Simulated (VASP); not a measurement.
Here is a VASP 6.6.1 calculation.

INCAR

```
PREC = Accurate
ENCUT = 520
EDIFF = 1E-6
ISMEAR = 0
SIGMA = 0.05
LREAL = False
LASPH = True
NELM = 80
ALGO = Normal
ISIF = 2
LWAVE = False
LCHARG = False
GGA = PS
NBANDS = 26
```

KPOINTS

```
regular mesh
0
Gamma
  6 6 6
```

POSCAR

```
MgO
1.0
    4.2149416169      0.0000000000      0.0000000000
    0.0000000000     -4.2149416169      0.0000000000
    0.0000000000      0.0000000000     -4.2149416169
Mg O
4 4
Direct
   -0.0177827656      0.0177827656      0.0502972566
    0.5000000000      0.5000000000      0.0000000000
    0.5000000000      0.0000000000      0.5000000000
    0.0000000000      0.5000000000      0.5000000000
    0.5000000000      0.0000000000      0.0000000000
    0.0000000000      0.5000000000      0.0000000000
    0.0000000000      0.0000000000      0.5000000000
    0.5000000000      0.5000000000      0.5000000000
```

Potentials or basis: VASP PAW PBE potentials, release 64 (Mg, O).

Run with:

```bash
$ cat potpaw_PBE.64/Mg/POTCAR potpaw_PBE.64/O/POTCAR > POTCAR
$ mpirun -np 1 vasp_std > vasp.out
```

What does it give for the largest force?

2.609 eV/Å.

Predict the band gap on the k mesh.

4.61 eV, direct.

Stress tensor (GPa, compression positive):
```
-0.02 -0.01 -0.06
-0.01 -0.02 -0.06
-0.06 -0.06  3.41
```

Caveat: the cell differs from its parent crystal (atom 1 (Mg) moved by -0.106 Å along [1 1 0] and -0.212 Å along [0 0 1]); the PAW data sets were made with another functional, which shifts forces and pressure a little.
